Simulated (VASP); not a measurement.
A run of VASP 6.6.1 is set up as follows.

POSCAR

```
SrTiO3
1.0
    7.8162288900      0.0000000000      0.0000000000
    0.0000000000      3.9081144500      0.0000000000
    0.0000000000      0.0000000000      3.9081144500
Sr Ti O
2 2 6
Direct
    0.2500000000      0.5000000000      0.5000000000
    0.7500000000      0.5000000000      0.5000000000
    0.0000000000      0.0000000000      0.0000000000
    0.5000000000      0.0000000000      0.0000000000
    0.2500000000      0.0000000000      0.0000000000
    0.7500000000      0.0000000000      0.0000000000
    0.0000000000      0.5000000000      0.0000000000
    0.5000000000      0.5000000000      0.0000000000
    0.0000000000      0.0000000000      0.5000000000
    0.5000000000      0.0000000000      0.5000000000
```

The input INCAR.step1:

```
SYSTEM = SrTiO3
PREC = Accurate
ENCUT = 520
ISMEAR = -1
SIGMA = 0.1
LREAL = .FALSE.
LASPH = .TRUE.
NELM = 100
NBANDS = 51
GGA = PE
ALGO = Normal
EDIFF = 1E-4
LWAVE = .TRUE.
LCHARG = .FALSE.
```

File INCAR.step2:

```
SYSTEM = SrTiO3
PREC = Accurate
ENCUT = 520
EDIFF = 1E-7
ISMEAR = -1
SIGMA = 0.1
LREAL = .FALSE.
LASPH = .TRUE.
NELM = 100
ALGO = Normal
ISIF = 2
LWAVE = .FALSE.
LCHARG = .FALSE.
METAGGA = R2SCAN
LMIXTAU = .TRUE.
NBANDS = 51
ISTART = 1
```

File KPOINTS:

```
Automatic mesh
0
G
  4 7 7
  0 0 0
```

Potentials or basis: VASP PAW PBE potentials, release 64 (Sr_sv, Ti_sv, O).

Command:

```sh
$ cat potpaw_PBE.64/Sr_sv/POTCAR potpaw_PBE.64/Ti_sv/POTCAR potpaw_PBE.64/O/POTCAR > POTCAR
$ cp INCAR.step1 INCAR
$ mpirun -np 1 vasp_std > vasp.out
$ cp INCAR.step2 INCAR
$ mpirun -np 1 vasp_std > vasp.out
```

**Question.** Estimate the pressure.

**Answer.** 0.7 GPa.

**Question.** What does it give for the band gap on the k mesh?

**Answer.** 2.31 eV.

Caveat: the PAW data sets were made with another functional, which shifts forces and pressure a little; an odd mesh through Γ misses points on the zone boundary, where band edges can lie. r2SCAN opens gaps a little over a GGA but as a rule still falls short of measured ones.
